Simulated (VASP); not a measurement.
# Co (P6_3/mmc) in VASP: a series of runs

Runs on Co. Level: PBE. Tasks: single point.

Everything below comes from runs of VASP 6.6.1. Logs are shortened: lines on timing, memory, paths and dates and some standing lists are left out, and cuts for length are marked.

## (1) The cell of the first run

The structure is hexagonal, space group P6_3/mmc (No. 194). Conventional cell: a = 2.507 Å, b = 2.507 Å, c = 4.070 Å, α = 90.00°, β = 90.00°, γ = 120.00°. Within 3.3 Å of Co (site symmetry -6m2) lie 12 Co at 2.50 to 2.51 Å.

## (2) Single point, PBE, collinear spin, antiferromagnetic start

Input file INCAR:

```
SYSTEM = Co
  PREC = Accurate
  ENCUT = 600
  EDIFF = 1E-6
  ISMEAR = -1
  SIGMA = 0.08
  LREAL = .False.
  LASPH = .True.
  NELM = 200
  ALGO = Normal
  ISIF = 2
  LWAVE = .False.
  LCHARG = .True.
  ISPIN = 2
  MAGMOM = 1.7 1.7 -1.7 -1.7
  LORBIT = 11
  LMAXMIX = 4
  GGA = PE
  LELF = .True.
  LVHAR = .True.
  NBANDS = 30
  GGA_COMPAT = .False.
```

Input file KPOINTS:

```
Automatic mesh
0
Gamma
  14 14 4
  0 0 0
```

Input file POSCAR:

```
Co
1.0
    2.5074000000      0.0000000000      0.0000000000
    1.2537000000      2.1714720974      0.0000000000
    0.0000000000      0.0000000000      8.1398000000
Co
4
Direct
    0.6666666666      0.6666666667      0.1250000000
    0.6666666666      0.6666666667      0.6250000000
    0.3333333334      0.3333333333      0.3750000000
    0.3333333334      0.3333333333      0.8750000000
```

Potentials or basis: VASP PAW PBE potentials, release 64 (Co).

Run with:

```bash
$ cat potpaw_PBE.64/Co/POTCAR > POTCAR
$ mpirun -np 1 vasp_std > vasp.out
```

OUTCAR:

```text
SYSTEM = Co
   PREC = Accurate
   ENCUT = 600
   EDIFF = 1E-6
   ISMEAR = -1
   LREAL = .False.
   LASPH = .True.
   NELM = 200
   ISIF = 2
   ISPIN = 2
   LORBIT = 11
   GGA = PE

 ion  position               nearest neighbor table
   1  0.667  0.667  0.125-   3 2.50   4 2.50   3 2.50   4 2.50   3 2.50   4 2.50
   2  0.667  0.667  0.625-   3 2.50   4 2.50   3 2.50   4 2.50   3 2.50   4 2.50
   3  0.333  0.333  0.375-   1 2.50   2 2.50   1 2.50   2 2.50   1 2.50   2 2.50
   4  0.333  0.333  0.875-   1 2.50   2 2.50   1 2.50   2 2.50   1 2.50   2 2.50

  LATTYP: Found a hexagonal cell.
 ALAT       =     2.5074000000
 C/A-ratio  =     3.2463109197

  Lattice vectors:

 A1 = (  -1.2537000000,  -2.1714720974,   0.0000000000)
 A2 = (   2.5074000000,   0.0000000000,   0.0000000000)
 A3 = (   0.0000000000,   0.0000000000,   8.1398000000)

Analysis of symmetry for initial positions (statically):
=====================================================================
 Subroutine PRICEL returns following result:

  LATTYP: Found a hexagonal cell.
 ALAT       =     2.5074000000
 C/A-ratio  =     1.6231554599
[... 12 lines left out ...]
 Subroutine GETGRP returns: Found 24 space group operations
 (whereof 12 operations were pure point group operations)
 out of a pool of 24 trial point group operations.

The static configuration has the point symmetry D_3d.
 The point group associated with its full space group is D_6h.

Analysis of symmetry for dynamics (positions and initial velocities):
=====================================================================
 Subroutine PRICEL returns following result:

  LATTYP: Found a hexagonal cell.
 ALAT       =     2.5074000000
 C/A-ratio  =     1.6231554599
[... 12 lines left out ...]
 Subroutine GETGRP returns: Found 24 space group operations
 (whereof 12 operations were pure point group operations)
 out of a pool of 24 trial point group operations.

The dynamic configuration has the point symmetry D_3d.
 The point group associated with its full space group is D_6h.

Analysis of structural, dynamic, and magnetic symmetry:
=====================================================================
 Subroutine PRICEL returns following result:

  LATTYP: Found a hexagonal cell.
 ALAT       =     2.5074000000
 C/A-ratio  =     1.6231554599
[... 12 lines left out ...]
 Subroutine GETGRP returns: Found 24 space group operations
 (whereof 12 operations were pure point group operations)
 out of a pool of 24 trial point group operations.

The overall configuration has the point symmetry D_3d.
 The point group associated with its full space group is D_6h.

 Subroutine INISYM returns: Found 24 space group operations
 (whereof 12 operations are pure point group operations),
 and found     2 'primitive' translations

[... 124 lines left out ...]
   LRPA    =     F    only Hartree local field effects (RPA)
 spin polarized calculation
  energy-cutoff  :      600.00
  volume of cell :       44.32
 maximum number of plane-waves:      1511
   NGX =  9   NGY =  9   NGZ = 33

 number of electron      35.9999998 magnetization       0.0000000

 number of electron      35.9999998 magnetization      -0.0000000

 Free energy of the ion-electron system (eV)
  ---------------------------------------------------
  ext. energy  EPLUGINS =         0.00000000
  ---------------------------------------------------
  free energy    TOTEN  =       -27.28188982 eV

  energy without entropy =      -27.05494814  energy(sigma->0) =      -27.16841898

 E-fermi :   9.9328     XC(G=0): -13.2928

 val. band max:        9.9270433707   @ k =  -0.4286   0.1429   0.0000
 cond. band min:       9.9408117360   @ k =   0.2143   0.0000   0.0000
 fundamental gap:      0.0137683653
 Fermi energy:         9.9327938750

 spin component 1

 k-point     1 :       0.0000    0.0000    0.0000
  band No.  band energies     occupation
      1       1.1657      1.00000
      2       3.3602      1.00000
      3       3.4514      1.00000
      4       5.3350      1.00000
      5       7.3440      1.00000
      6       7.7514      1.00000
[... 781 lines left out ...]
     29      19.9813      0.00000
     30      22.0584      0.00000

 [... further k-points ...]

 spin component 2

 k-point     1 :       0.0000    0.0000    0.0000
  band No.  band energies     occupation
      1       1.1657      1.00000
      2       3.3602      1.00000
      3       3.4514      1.00000
      4       5.3350      1.00000
      5       7.3440      1.00000
      6       7.7514      1.00000
[... 781 lines left out ...]
     29      19.9813      0.00000
     30      22.0582      0.00000

 [... further k-points ...]

------------------------ aborting loop because EDIFF is reached ----------------------------------------

  FORCE on cell =-STRESS in cart. coord.  units (eV):
  Direction    XX          YY          ZZ          XY          YZ          ZX
  --------------------------------------------------------------------------------------
  -------------------------------------------------------------------------------------
  Total       -2.9217445     -2.9217445     -2.6804093     -0.0000000      0.0000000      0.0000000
  in kB     -105.6236575   -105.6236575    -96.8991765     -0.0000000      0.0000000      0.0000000
  external PRESSURE =    -102.7154972 kB  Pullay stress =       0.0000000 kB

 VOLUME and BASIS-vectors are now :
 -----------------------------------------------------------------------------
  energy-cutoff  :      600.00
  volume of cell :       44.32
      direct lattice vectors                 reciprocal lattice vectors
     2.507400000  0.000000000  0.000000000     0.398819494 -0.230258542  0.000000000
     1.253700000  2.171472097  0.000000000     0.000000000  0.460517085  0.000000000
     0.000000000  0.000000000  8.139800000     0.000000000  0.000000000  0.122853141

 POSITION                                       TOTAL-FORCE (eV/Angst)
 -----------------------------------------------------------------------------------
      2.50740      1.44765      1.01747        -0.000000      0.000000     -0.000000
      2.50740      1.44765      5.08737         0.000000      0.000000     -0.000000
      1.25370      0.72382      3.05242        -0.000000      0.000000      0.000000
      1.25370      0.72382      7.12232         0.000000     -0.000000      0.000000
 -----------------------------------------------------------------------------------
    total drift:                               -0.000000      0.000000     -0.000000

  FREE ENERGIE OF THE ION-ELECTRON SYSTEM (eV)
  ---------------------------------------------------
  free  energy   TOTEN  =       -27.2818898152 eV

  energy  without entropy=      -27.0549481390  energy(sigma->0) =      -27.16841898

 total charge

# of ion       s       p       d       tot
------------------------------------------
    1        0.475   0.501   7.256   8.232
    2        0.475   0.501   7.256   8.232
    3        0.475   0.501   7.256   8.232
    4        0.475   0.501   7.256   8.232
--------------------------------------------------
tot          1.901   2.002  29.024  32.927

 magnetization (x)

# of ion       s       p       d       tot
------------------------------------------
    1        0.001   0.006   0.971   0.978
    2        0.001   0.006   0.971   0.978
    3       -0.001  -0.006  -0.971  -0.978
    4       -0.001  -0.006  -0.971  -0.978
--------------------------------------------------
tot          0.000   0.000   0.000   0.000
```

OSZICAR:

```text
N       E                     dE             d eps       ncg     rms          rms(c)
DAV:   1     0.253515987617E+03    0.25352E+03   -0.17149E+04  8672   0.181E+03
DAV:   2    -0.160407570392E+02   -0.26956E+03   -0.25283E+03  8646   0.328E+02
DAV:   3    -0.319767888782E+02   -0.15936E+02   -0.14972E+02  9546   0.107E+02
DAV:   4    -0.322307711558E+02   -0.25398E+00   -0.25362E+00 10008   0.137E+01
DAV:   5    -0.322413886978E+02   -0.10618E-01   -0.10617E-01 13024   0.204E+00    0.204E+01
DAV:   6    -0.282734533082E+02    0.39679E+01   -0.27407E+01  9646   0.788E+01    0.970E+00
DAV:   7    -0.273511945896E+02    0.92226E+00   -0.46639E+00  9684   0.314E+01    0.392E+00
DAV:   8    -0.273060850844E+02    0.45110E-01   -0.54177E-02 11446   0.221E+00    0.159E+00
DAV:   9    -0.272854455487E+02    0.20640E-01   -0.10023E-02 12364   0.123E+00    0.502E-01
DAV:  10    -0.272816461834E+02    0.37994E-02   -0.25317E-03 12892   0.569E-01    0.151E-01
DAV:  11    -0.272817816630E+02   -0.13548E-03   -0.49665E-04 11380   0.287E-01    0.105E-01
DAV:  12    -0.272818593632E+02   -0.77700E-04   -0.21229E-04 16290   0.214E-01    0.320E-02
DAV:  13    -0.272818805978E+02   -0.21235E-04   -0.79776E-05 14870   0.129E-01    0.220E-02
DAV:  14    -0.272818869843E+02   -0.63865E-05   -0.17196E-05 11486   0.497E-02    0.158E-02
DAV:  15    -0.272818892379E+02   -0.22536E-05   -0.52585E-06  5896   0.422E-02    0.559E-03
DAV:  16    -0.272818898152E+02   -0.57726E-06   -0.26133E-06  6204   0.217E-02
   1 F= -.27281890E+02 E0= -.27168419E+02  d E =-.226942E+00  mag=    -0.0000
```

It took 7.3 min on 1 thread of AMD EPYC 7R13, shared host; peak memory 0.27 GiB.

What came out:

* Free energy: -27.2819 eV
* Pressure: -10.3 GPa
* Band gap on the k mesh: zero (filled and empty bands overlap)
* Net moment: 0.00 μB per cell
* Site moments: Co +0.98, -0.98 μB
* Valence electrons inside the program's atomic spheres: Co 8.23

## (3) Single point, PBE, collinear spin, antiferromagnetic start

Input file INCAR:

```
SYSTEM = Co
PREC = Accurate
ENCUT = 520
EDIFF = 1E-6
ISMEAR = -1
SIGMA = 0.08
LREAL = .FALSE.
LASPH = .TRUE.
NELM = 150
ALGO = Normal
ISIF = 2
LWAVE = .FALSE.
LCHARG = .FALSE.
ISPIN = 2
MAGMOM = 1.7 -1.7 1.7 -1.7
LORBIT = 11
LMAXMIX = 4
GGA = PE
NBANDS = 30
```

Input file KPOINTS:

```
Automatic mesh
0
G
  14 14 4
  0 0 0
```

POSCAR is that of step 2.

Potentials or basis: VASP PAW PBE potentials, release 64 (Co).

Run with:

```bash
$ cat potpaw_PBE.64/Co/POTCAR > POTCAR
$ mpirun -np 1 vasp_std > vasp.out
```

Wall time 3.7 min (1 thread of Oxide Virtual Turin-like, shared host); peak memory 0.25 GiB.

Results (log left out):

* Free energy: -27.6821 eV
* Pressure: -5.5 GPa
* Largest force: 0.676 eV/Å
* Band gap on the k mesh: zero (filled and empty bands overlap)
* Net moment: 0.00 μB per cell
* Site moments: Co +1.49, -1.49 μB
* Valence electrons inside the program's atomic spheres: Co 8.23

Forces in eV/Å, atoms in the order of the input:
```
Co   0.000  0.000  0.676
Co   0.000  0.000  0.676
Co   0.000  0.000 -0.676
Co   0.000  0.000 -0.676
```

Stress tensor (GPa, compression positive):
```
-5.25  0.00  0.00
 0.00 -5.25  0.00
 0.00  0.00 -6.04
```

Levels at points of the mesh, in eV from the Fermi level:
Spin up:
| k point | band 14 | band 15 | band 16 | band 17 | band 18 | band 19 | band 20 | band 21 | band 22 | band 23 |
| --- | --- | --- | --- | --- | --- | --- | --- | --- | --- | --- |
| (0.00, 0.00, 0.00) | -1.37 | -1.37 | -0.86 | -0.86 | -0.71 | -0.71 | -0.20 | 0.18 | 0.18 | 0.64 |
| (0.50, 0.00, 0.00) | -0.54 | -0.53 | -0.41 | -0.25 | 0.63 | 1.05 | 1.12 | 1.54 | 1.73 | 2.05 |
| (0.00, 0.00, 0.50) | -1.28 | -1.26 | -1.26 | -0.88 | -0.88 | -0.77 | -0.77 | 0.19 | 0.19 | 0.65 |
| (0.50, 0.00, 0.50) | -0.54 | -0.38 | -0.29 | -0.17 | 0.53 | 0.94 | 1.05 | 1.12 | 1.47 | 3.01 |
Spin down:
```tsv
k point	band 14	band 15	band 16	band 17	band 18	band 19	band 20	band 21	band 22	band 23
(0.00, 0.00, 0.00)	-1.37	-1.37	-0.86	-0.86	-0.71	-0.71	-0.20	0.18	0.18	0.64
(0.50, 0.00, 0.00)	-0.54	-0.53	-0.41	-0.25	0.63	1.05	1.12	1.54	1.73	2.05
(0.00, 0.00, 0.50)	-1.28	-1.26	-1.26	-0.88	-0.88	-0.77	-0.77	0.19	0.19	0.65
(0.50, 0.00, 0.50)	-0.54	-0.38	-0.29	-0.17	0.53	0.94	1.05	1.12	1.47	3.01
```

## (4) Single point, PBE, collinear spin, antiferromagnetic start

Edit INCAR of step 3 so:

```diff
@@ -5,3 +5,3 @@
 ISMEAR = -1
-SIGMA = 0.08
+SIGMA = 0.05
 LREAL = .FALSE.
```

KPOINTS is that of step 3.

POSCAR is that of step 3.

Run with:

```bash
$ cat potpaw_PBE.64/Co/POTCAR > POTCAR
$ mpirun -np 1 vasp_std > vasp.out
```

Wall time 4.1 min (1 thread of Oxide Virtual Turin-like, shared host); peak memory 0.25 GiB.

It converged, with:

```yaml
Free_energy: -27.6506 eV
Pressure: -5.5 GPa
Largest_force: 0.708 eV/Å
Band_gap_on_the_k_mesh: zero (filled and empty bands overlap)
Net_moment: 0.00 μB per cell
Site_moments: Co +1.51, -1.51 μB
Valence_electrons_inside_the_program's_atomic_spheres: Co 8.23
```

Forces on the atoms (eV/Å):
```
Co   0.000  0.000  0.708
Co   0.000  0.000  0.708
Co   0.000  0.000 -0.708
Co   0.000  0.000 -0.708
```

Stress tensor (GPa, compression positive):
```
-5.29  0.00  0.00
 0.00 -5.29  0.00
 0.00  0.00 -5.97
```

Levels at points of the mesh, in eV from the Fermi level:
Spin up:
| k point | band 16 | band 17 | band 18 | band 19 | band 20 | band 21 |
| --- | --- | --- | --- | --- | --- | --- |
| (0.00, 0.00, 0.00) | -0.86 | -0.86 | -0.72 | -0.72 | -0.21 | 0.19 |
| (0.50, 0.00, 0.00) | -0.42 | -0.25 | 0.63 | 1.05 | 1.12 | 1.53 |
| (0.00, 0.00, 0.50) | -1.28 | -0.88 | -0.88 | -0.78 | -0.78 | 0.19 |
| (0.50, 0.00, 0.50) | -0.30 | -0.17 | 0.53 | 0.92 | 1.05 | 1.12 |
Spin down:
```csv
k point,band 16,band 17,band 18,band 19,band 20,band 21
"(0.00, 0.00, 0.00)",-0.86,-0.86,-0.72,-0.72,-0.21,0.19
"(0.50, 0.00, 0.00)",-0.42,-0.25,0.63,1.05,1.12,1.53
"(0.00, 0.00, 0.50)",-1.28,-0.88,-0.88,-0.78,-0.78,0.19
"(0.50, 0.00, 0.50)",-0.30,-0.17,0.53,0.92,1.05,1.12
```

## (5) The runs side by side

| cutoff (eV) | smearing | gap on the mesh (eV) | pressure (GPa) | moment (μB) | largest force (eV/Å) |
| --- | --- | --- | --- | --- | --- |
| 600 | fermi-dirac 0.08 eV | none | -10.3 | 0.00 | - |
| 520 | fermi-dirac 0.08 eV | none | -5.5 | 0.00 | 0.68 |
| 520 | fermi-dirac 0.05 eV | none | -5.5 | 0.00 | 0.71 |

Alike in all rows: task single point; level PBE; potentials or basis VASP PAW PBE potentials, release 64 (Co); spin collinear, antiferromagnetic start; cell as given; k mesh 14 × 14 × 4.

Every run on the cell as given and a fine mesh finds a metal.

Total energies depend on the potentials used, so only differences within one code and one set of settings carry meaning.
